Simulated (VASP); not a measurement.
MgNiH: single point with LDA

The system is MgNiH.

```
CELL_PARAMETERS angstrom
3.08812 0.00000 0.00000
0.00000 3.08812 0.00000
0.00000 0.00000 3.25702
ATOMIC_POSITIONS crystal
Mg 0.00000 0.00000 0.00000
Ni 0.50000 0.50000 0.50000
H 0.50000 0.50000 0.00000
```

- Program: VASP 6.6.1
- Task: single point
- Functional: LDA
- Potentials or basis: VASP PAW LDA potentials, release 64 (Mg, Ni, H)
- Cutoff: 520 eV
- k mesh: 11 × 11 × 10
- Occupations: fermi-dirac, width 0.1 eV
- Spin: collinear spin, ferromagnetic start
- Starting moments: [0.04, 0.63, 0.04] μB
- Fixed moment: 1.1 μB
- Dipole correction: no
- Further INCAR settings: ALGO = Normal; EDIFF = 1e-06; NBANDS = 18

```json
{
  "Pressure": "-3.4 GPa",
  "Net moment": "1.10 μB per cell",
  "Site moments": "Mg +0.05; Ni +0.76; H +0.02 μB",
  "Valence electrons inside the program's atomic spheres": "Mg 0.40; Ni 9.34; H 0.57"
}
```

Stress tensor (GPa, compression positive):
```
-3.05  0.00  0.00
 0.00 -3.05  0.00
 0.00  0.00 -4.11
```

Wall time 60 s on 1 thread of Oxide Virtual Turin-like Processor, with other jobs on the host, peak memory 0.19 GiB.

Caveat: the cell stands under tension; the total moment is fixed, so each spin has its own Fermi level and the state may be an excited one.
